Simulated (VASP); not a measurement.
The system is TiO2 (Rutile).

```
Ti O
1.0
     4.59220    0.00000    0.00000
     0.00000    4.59220    0.00000
     0.00000    0.00000    2.95740
Ti O
2 4
Direct
  0.00000 0.00000 0.00000
  0.50000 0.50000 0.50000
  0.30496 0.30496 0.00000
  0.19504 0.80496 0.50000
  0.69504 0.69504 0.00000
  0.80496 0.19504 0.50000
```

| Property | Result |
| --- | --- |
| Program | VASP 6.6.1 |
| Task | relaxation of cell and atoms |
| Functional | PBE |
| Potentials or basis | VASP PAW PBE potentials, release 64 (Ti_sv, O) |
| Cutoff | 600 eV |
| k mesh | 6 × 6 × 10 |
| Occupations | fermi-dirac, width 0.02 eV |
| Spin | no spin polarisation |

At the start: pressure 5.8 GPa; volume 10.39 Å³/atom.

Q: Where does the relaxation end?

A: Over 6 steps the energy falls by 5.0 meV/atom and the volume is 10.66 Å³/atom (+2.6 %); space group P4_2/mnm (No. 136, to 0.05 Å).

The path:
```
step  energy change (eV)  largest force (eV/Å)  pressure (GPa)  volume (Å³)
   1              0.0000                0.1241            5.83        62.37
   2              0.0143                0.2347           -6.47        65.84
   3             -0.0277                0.0461           -0.02        63.89
   4             -0.0277                0.0429            0.08        63.86
   5             -0.0295                0.0151            0.09        63.94
   6             -0.0297                0.0018            0.10        63.98
```

Final structure:
```yaml
crystal:
  lattice:
    - [4.64436, 0.00000, 0.00000]
    - [0.00000, 4.64436, 0.00000]
    - [0.00000, 0.00000, 2.96633]
  atoms:
    - { symbol: Ti, position: [0.00000, 0.00000, 0.00000] }
    - { symbol: Ti, position: [0.50000, 0.50000, 0.50000] }
    - { symbol: O, position: [0.30495, 0.30495, 0.00000] }
    - { symbol: O, position: [0.19505, 0.80495, 0.50000] }
    - { symbol: O, position: [0.69505, 0.69505, 0.00000] }
    - { symbol: O, position: [0.80495, 0.19505, 0.50000] }
```
